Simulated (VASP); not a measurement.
# Ti2W3 (I4/mmm) in VASP: notebook

Runs on Ti2W3. Level: PBE. Tasks: single point.

Everything below comes from runs of VASP 6.6.1. Logs are shortened: lines on timing, memory, paths and dates and some standing lists are left out, and cuts for length are marked.

## Step 1: The cell of the first run

The structure is tetragonal, space group I4/mmm (No. 139). The conventional cell has a = 3.180 Å, b = 3.180 Å, c = 15.911 Å, α = 90.00°, β = 90.00°, γ = 90.00°. Ti (site symmetry 4mm) has 9 W at 2.74 to 3.14 Å and 5 Ti at 3.15 to 3.18 Å within 3.6 Å. Within 3.6 Å of W (site symmetry 4mm) lie 9 W at 2.69 to 3.24 Å and 5 Ti at 2.80 to 3.14 Å. W (site symmetry 4/mmm) has 8 Ti at 2.74 Å and 6 W at 3.18 to 3.24 Å within 3.6 Å.

## Step 2: Single point, PBE

Input file INCAR:

```
SYSTEM = Ti2W3
PREC = Accurate ; ENCUT = 520
EDIFF = 1E-6 ; ISMEAR = 0
SIGMA = 0.1 ; LREAL = .False.
LASPH = .True. ; NELM = 80
ALGO = Fast ; ISIF = 2
LWAVE = .False. ; LCHARG = .False.
GGA = PE ; NBANDS = 41
```

Input file KPOINTS:

```
regular mesh
0
Gamma
  8 8 8
  0 0 0
```

Input file POSCAR:

```
Ti2W3
1.0
   -1.5898533524      1.5898533524      7.9557034047
    1.5898533524     -1.5898533524      7.9557034047
    1.5898533524      1.5898533524     -7.9557034047
Ti W
2 3
Direct
    0.9010421893      0.9010421893      0.0000000000
    0.0989578107      0.0989578107      0.0000000000
    0.7034000043      0.7034000043      0.0000000000
    0.2965999957      0.2965999957      0.0000000000
    0.5000000000      0.5000000000      0.0000000000
```

Potentials or basis: VASP PAW PBE potentials, release 64 (Ti_sv, W_sv).

On the command line:

```bash
$ cat potpaw_PBE.64/Ti_sv/POTCAR potpaw_PBE.64/W_sv/POTCAR > POTCAR
$ mpirun -np 1 vasp_std > vasp.out
```

OUTCAR:

```text
SYSTEM = Ti2W3
   PREC = Accurate
   ENCUT = 520
   EDIFF = 1E-6
   ISMEAR = 0
   LREAL = .False.
   LASPH = .True.
   NELM = 80
   ISIF = 2
   GGA = PE

 ion  position               nearest neighbor table
   1  0.901  0.901  0.000-   5 2.74   5 2.74   5 2.74   5 2.74   4 2.80   4 2.80   4 2.80   4 2.80
                             3 3.14
   2  0.099  0.099  0.000-   5 2.74   5 2.74   5 2.74   5 2.74   3 2.80   3 2.80   3 2.80   3 2.80
                             4 3.14
   3  0.703  0.703  0.000-   4 2.69   4 2.69   4 2.69   4 2.69   2 2.80   2 2.80   2 2.80   2 2.80
                             1 3.14   5 3.24
   4  0.297  0.297  0.000-   3 2.69   3 2.69   3 2.69   3 2.69   1 2.80   1 2.80   1 2.80   1 2.80
                             2 3.14   5 3.24
   5  0.500  0.500  0.000-   2 2.74   1 2.74   2 2.74   1 2.74   2 2.74   1 2.74   1 2.74   2 2.74
                             3 3.24   4 3.24

  LATTYP: Found a body centered tetragonal cell.
 ALAT       =     3.1797067048
 C/A-ratio  =     5.0040485764

  Lattice vectors:

 A1 = (  -1.5898533524,   1.5898533524,   7.9557034047)
 A2 = (   1.5898533524,  -1.5898533524,   7.9557034047)
 A3 = (   1.5898533524,   1.5898533524,  -7.9557034047)

Analysis of symmetry for initial positions (statically):
=====================================================================
 Subroutine PRICEL returns:
 Original cell was already a primitive cell.

 Routine SETGRP: Setting up the symmetry group for a
 body centered tetragonal supercell.

 Subroutine GETGRP returns: Found 16 space group operations
 (whereof 16 operations were pure point group operations)
 out of a pool of 16 trial point group operations.

The static configuration has the point symmetry D_4h.

Analysis of symmetry for dynamics (positions and initial velocities):
=====================================================================
 Subroutine PRICEL returns:
 Original cell was already a primitive cell.

 Routine SETGRP: Setting up the symmetry group for a
 body centered tetragonal supercell.

 Subroutine GETGRP returns: Found 16 space group operations
 (whereof 16 operations were pure point group operations)
 out of a pool of 16 trial point group operations.

The dynamic configuration has the point symmetry D_4h.

 Subroutine INISYM returns: Found 16 space group operations
 (whereof 16 operations are pure point group operations),
 and found     1 'primitive' translations

----------------------------------------------------------------------------------------

                                     Primitive cell

  volume of cell :      80.4364

  direct lattice vectors                    reciprocal lattice vectors
    -1.589853352  1.589853352  7.955703405     0.000000000  0.314494415  0.062847994
     1.589853352 -1.589853352  7.955703405     0.314494415  0.000000000  0.062847994
     1.589853352  1.589853352 -7.955703405     0.314494415  0.314494415  0.000000000

  length of vectors
     8.267314197  8.267314197  8.267314197     0.320712656  0.320712656  0.444762267

  position of ions in fractional coordinates (direct lattice)
     0.901042189  0.901042189  0.000000000
     0.098957811  0.098957811  0.000000000
     0.703400004  0.703400004  0.000000000
     0.296599996  0.296599996  0.000000000
     0.500000000  0.500000000  0.000000000

  ion indices of the primitive-cell ions
   primitive index   ion index
                 1           1
                 2           2
                 3           3
                 4           4
                 5           5

----------------------------------------------------------------------------------------

 KPOINTS: regular mesh

Automatic generation of k-mesh.
 Grid dimensions read from file:
 generate k-points for:    8    8    8

 Generating k-lattice:

  Cartesian coordinates                     Fractional coordinates (reciprocal lattice)
     0.000000000  0.039311802  0.007855999     0.125000000  0.000000000  0.000000000
     0.039311802  0.000000000  0.007855999     0.000000000  0.125000000  0.000000000
     0.039311802  0.039311802  0.000000000     0.000000000  0.000000000  0.125000000

  Length of vectors
     0.040089082  0.040089082  0.055595283

  Shift w.r.t. Gamma in fractional coordinates (k-lattice)
     0.000000000  0.000000000  0.000000000

 Subroutine IBZKPT returns following result:
 ===========================================

 Found     59 irreducible k-points:

 Following reciprocal coordinates:
            Coordinates               Weight
  0.000000  0.000000  0.000000      1.000000
  0.125000  0.000000  0.000000      8.000000
  0.250000  0.000000  0.000000      8.000000
  0.375000  0.000000  0.000000      8.000000
  0.500000  0.000000  0.000000      4.000000
  0.125000  0.125000  0.000000      8.000000
[... 16 lines left out ...]
  0.250000  0.125000  0.125000     16.000000
  0.375000  0.125000  0.125000      8.000000
 [... further k-points ...]
   k-points           NKPTS =     59   k-points in BZ     NKDIM =     59   number of bands    NBANDS=     41
   number of dos      NEDOS =    301   number of ions     NIONS =      5
   total plane-waves  NPLWV = 262144
   dimension x,y,z NGX =    64 NGY =   64 NGZ =   64
   dimension x,y,z NGXF=   128 NGYF=  128 NGZF=  128
   ions per type =               2   3
   NGX,Y,Z   is equivalent  to a cutoff of  12.87, 12.87, 12.87 a.u.
   NGXF,Y,Z  is equivalent  to a cutoff of  25.74, 25.74, 25.74 a.u.
 SYSTEM =  Ti2W3
   PREC   = accura    normal or accurate (medium, high low for compatibility)
   ISTART =      0    job   : 0-new  1-cont  2-samecut
   ICHARG =      2    charge: 1-file 2-atom 10-const
   ISPIN  =      1    spin polarized calculation?
   LNONCOLLINEAR =      F non collinear calculations
   LSORBIT =      F    spin-orbit coupling
   LASPH  =      T    aspherical Exc in radial PAW
   ENCUT  =  520.0 eV  38.22 Ry    6.18 a.u.  15.37 15.37 15.37*2*pi/ulx,y,z
   NELM   =     80;   NELMIN=  2; NELMDL= -5     # of ELM steps
   EDIFF  = 0.1E-05   stopping-criterion for ELM
   LREAL  =      F    real-space projection
   EDIFFG = 0.1E-04   stopping-criterion for IOM
   NSW    =      0    number of steps for IOM
   IBRION =     -1    ionic relax: 0-MD 1-quasi-New 2-CG
   NFREE  =      0    steps in history (QN), initial steepest desc. (CG)
   ISIF   =      2    stress and relaxation
   ISYM   =      2    0-nonsym 1-usesym 2-fastsym
   POTIM  = 0.5000    time-step for ionic-motion
   TEBEG  =    0.0;   TEEND  =   0.0 temperature during run
   PSTRESS=    0.0 pullay stress
   NELECT =      66.0000    total number of electrons
   NUPDOWN=      -1.0000    fix difference up-down
   EMIN   =  10.00;   EMAX   =-10.00  energy-range for DOS
   EFERMI =   0.00;   METHOD = LEGACY
   ISMEAR =     0;   SIGMA  =   0.10  broadening in eV -4-tet -1-fermi 0-gaus
   EFERMI_NEDOS =   21; number of points for ismear=-14 and -15
   IALGO  =     68    algorithm
   IMIX   =      4    mixing-type and parameters
     AMIX     =   0.40;   BMIX     =  1.00
     AMIX_MAG =   1.60;   BMIX_MAG =  1.00
  volume/ion in A,a.u.               =      16.09       108.56
  Fermi-wavevector in a.u.,A,eV,Ry     =   1.532634  2.896259 31.959653  2.348968
  Thomas-Fermi vector in A             =   2.639813
   LORBIT       =      0    0 simple, 1 ext, 2 COOP (PROOUT), +10 PAW based schemes
   GGA     = PE    functional components
   LHFCALC =     F    Hartree Fock is set to
   AEXX    =    0.0000 exact exchange contribution
   IVDW    =     0    specifies the selected vdW correction
   LEPSILON=     F    determine dielectric tensor
   LRPA    =     F    only Hartree local field effects (RPA)
 non-spin polarized calculation
 RMM-DIIS sequential band-by-band and
 Gauss-broadening in eV      SIGMA  =   0.10
  energy-cutoff  :      520.00
  volume of cell :       80.44
 maximum number of plane-waves:      2212
 NGX is ok and might be reduce to    64
   NGX = 31   NGY = 31   NGZ = 31

 number of electron      66.0000003 magnetization

 Free energy of the ion-electron system (eV)
  ---------------------------------------------------
  ext. energy  EPLUGINS =         0.00000000
  ---------------------------------------------------
  free energy    TOTEN  =       -54.49548146 eV

  energy without entropy =      -54.47049583  energy(sigma->0) =      -54.48298864

 E-fermi :   9.6669     XC(G=0): -12.8888

 val. band max:        9.6561084839   @ k =   0.5000   0.3750   0.0000
 cond. band min:       9.6737376788   @ k =  -0.2500  -0.2500   0.1250
 fundamental gap:      0.0176291949
 Fermi energy:         9.6669151162

 k-point     1 :       0.0000    0.0000    0.0000
  band No.  band energies     occupation
      1     -63.6032      2.00000
      2     -63.4578      2.00000
      3     -63.4287      2.00000
      4     -46.3842      2.00000
      5     -46.3778      2.00000
      6     -28.0044      2.00000
[... 33 lines left out ...]
     40      12.8586      0.00000
     41      13.1256      0.00000

 k-point     2 :       0.1250    0.0000    0.0000
  band No.  band energies     occupation
      1     -63.5964      2.00000
      2     -63.4621      2.00000
      3     -63.4275      2.00000
      4     -46.3824      2.00000
      5     -46.3756      2.00000
      6     -28.0208      2.00000
[... 33 lines left out ...]
     40      12.4148      0.00000
     41      12.6650      0.00000

 k-point     3 :       0.2500    0.0000    0.0000
  band No.  band energies     occupation
      1     -63.5778      2.00000
      2     -63.4750      2.00000
      3     -63.4245      2.00000
      4     -46.3779      2.00000
      5     -46.3703      2.00000
      6     -28.1155      2.00000
[... 33 lines left out ...]
     40      12.0928      0.00000
     41      12.2637      0.00000

 k-point     4 :       0.3750    0.0000    0.0000
  band No.  band energies     occupation
      1     -63.5514      2.00000
      2     -63.4957      2.00000
      3     -63.4215      2.00000
      4     -46.3735      2.00000
      5     -46.3649      2.00000
      6     -28.1915      2.00000
[... 825 lines left out ...]
     40      12.7678      0.00000
     41      13.0882      0.00000

 k-point    23 :       0.2500    0.1250    0.1250
  band No.  band energies     occupation
      1     -63.5390      2.00000
      2     -63.4996      2.00000
      3     -63.4174      2.00000
      4     -46.3660      2.00000
      5     -46.3575      2.00000
      6     -28.1798      2.00000
[... 33 lines left out ...]
     40      13.0295      0.00000
     41      13.3141      0.00000

 k-point    24 :       0.3750    0.1250    0.1250
  band No.  band energies     occupation
      1     -63.5181      2.00000
      2     -63.5181      2.00000
      3     -63.4162      2.00000
      4     -46.3639      2.00000
      5     -46.3553      2.00000
      6     -28.2048      2.00000
[... 33 lines left out ...]
     40      13.1432      0.00000
     41      13.4356      0.00000

 [... further k-points ...]

------------------------ aborting loop because EDIFF is reached ----------------------------------------

  FORCE on cell =-STRESS in cart. coord.  units (eV):
  Direction    XX          YY          ZZ          XY          YZ          ZX
  --------------------------------------------------------------------------------------
  -------------------------------------------------------------------------------------
  Total        0.1694850      0.1694850     -0.0601487      0.0000000      0.0000000      0.0000000
  in kB        3.3758969      3.3758969     -1.1980744      0.0000000      0.0000000      0.0000000
  external PRESSURE =       1.8512398 kB  Pullay stress =       0.0000000 kB

 VOLUME and BASIS-vectors are now :
 -----------------------------------------------------------------------------
  energy-cutoff  :      520.00
  volume of cell :       80.44
      direct lattice vectors                 reciprocal lattice vectors
    -1.589853352  1.589853352  7.955703405     0.000000000  0.314494415  0.062847994
     1.589853352 -1.589853352  7.955703405     0.314494415  0.000000000  0.062847994
     1.589853352  1.589853352 -7.955703405     0.314494415  0.314494415  0.000000000

 POSITION                                       TOTAL-FORCE (eV/Angst)
 -----------------------------------------------------------------------------------
      0.00000      0.00000     14.33685        -0.000000     -0.000000      0.007665
      0.00000      0.00000      1.57456         0.000000      0.000000     -0.007665
      0.00000      0.00000     11.19208        -0.000000     -0.000000     -0.029856
      0.00000      0.00000      4.71932         0.000000      0.000000      0.029856
      0.00000      0.00000      7.95570        -0.000000     -0.000000      0.000000
 -----------------------------------------------------------------------------------
    total drift:                               -0.000000      0.000000      0.000000

  FREE ENERGIE OF THE ION-ELECTRON SYSTEM (eV)
  ---------------------------------------------------
  free  energy   TOTEN  =       -54.4954814603 eV

  energy  without entropy=      -54.4704958251  energy(sigma->0) =      -54.48298864
```

Wall time 39 min (1 thread of Intel Xeon 6975P-C (Granite Rapids), shared host); peak memory 0.6 GiB.

Results:

* Free energy: -54.4955 eV
* Pressure: 0.2 GPa
* Largest force: 0.030 eV/Å
* Band gap on the k mesh: zero (bands 33 and 34 overlap by 1.39 eV)

Forces in eV/Å, atoms in the order of the input:
```
Ti   0.000  0.000  0.008
Ti   0.000  0.000 -0.008
W    0.000  0.000 -0.030
W    0.000  0.000  0.030
W    0.000  0.000  0.000
```

Stress tensor (GPa, compression positive):
```
 0.34  0.00  0.00
 0.00  0.34  0.00
 0.00  0.00 -0.12
```

Caveat: spin-orbit coupling is left out, which moves the levels of the heavy elements.

## Step 3: Single point, PBE

INCAR is that of step 2.

Input file KPOINTS:

```
Automatic mesh
0
Gamma
  8 8 8
  0 0 0
```

Input file POSCAR:

```
Ti2W3
1.0
   -1.5908054100      1.5908054100      7.9540270600
    1.5908054100     -1.5908054100      7.9540270600
    1.5908054100      1.5908054100     -7.9540270600
Ti W
2 3
Direct
    0.9000000000      0.9000000000      0.0000000000
    0.1000000000      0.1000000000      0.0000000000
    0.7000000000      0.7000000000      0.0000000000
    0.3000000000      0.3000000000      0.0000000000
    0.5000000000      0.5000000000      0.0000000000
```

Potentials or basis: VASP PAW PBE potentials, release 64 (Ti_sv, W_sv).

On the command line:

```bash
$ cat potpaw_PBE.64/Ti_sv/POTCAR potpaw_PBE.64/W_sv/POTCAR > POTCAR
$ mpirun -np 1 vasp_std > vasp.out
```

Wall time 36 min (1 thread of Intel Xeon 6975P-C (Granite Rapids), shared host); peak memory 0.66 GiB.

It converged, with:

```
Free energy            : -54.4334 eV
Pressure               : -1.4 GPa
Largest force          : 1.057 eV/Å
Band gap on the k mesh : zero (bands 33 and 34 overlap by 1.47 eV)
```

Forces on the atoms (eV/Å):
```
Ti   0.000  0.000  0.182
Ti   0.000  0.000 -0.182
W    0.000  0.000  1.057
W    0.000  0.000 -1.057
W    0.000  0.000  0.000
```

Stress tensor (GPa, compression positive):
```
-1.11  0.00  0.00
 0.00 -1.11  0.00
 0.00  0.00 -2.04
```

Levels at points of the mesh, in eV from the Fermi level:
| k point | band 30 | band 31 | band 32 | band 33 | band 34 | band 35 | band 36 | band 37 |
| --- | --- | --- | --- | --- | --- | --- | --- | --- |
| (0.00, 0.00, 0.00) | -0.08 | 0.33 | 0.56 | 0.56 | 0.67 | 0.91 | 0.91 | 1.63 |
| (0.50, 0.00, 0.00) | -0.78 | -0.06 | 0.04 | 0.05 | 0.84 | 0.97 | 1.56 | 1.59 |
| (0.50, 0.50, 0.00) | -1.09 | -1.05 | -0.21 | 0.58 | 0.64 | 1.56 | 3.12 | 3.36 |
| (0.50, 0.50, 0.50) | -0.05 | 0.51 | 0.51 | 0.52 | 0.98 | 1.36 | 1.36 | 1.88 |

Caveat: spin-orbit coupling is left out, which moves the levels of the heavy elements; forces of over 1 eV/Å act on the atoms, so gaps and moduli don't describe the material at rest.
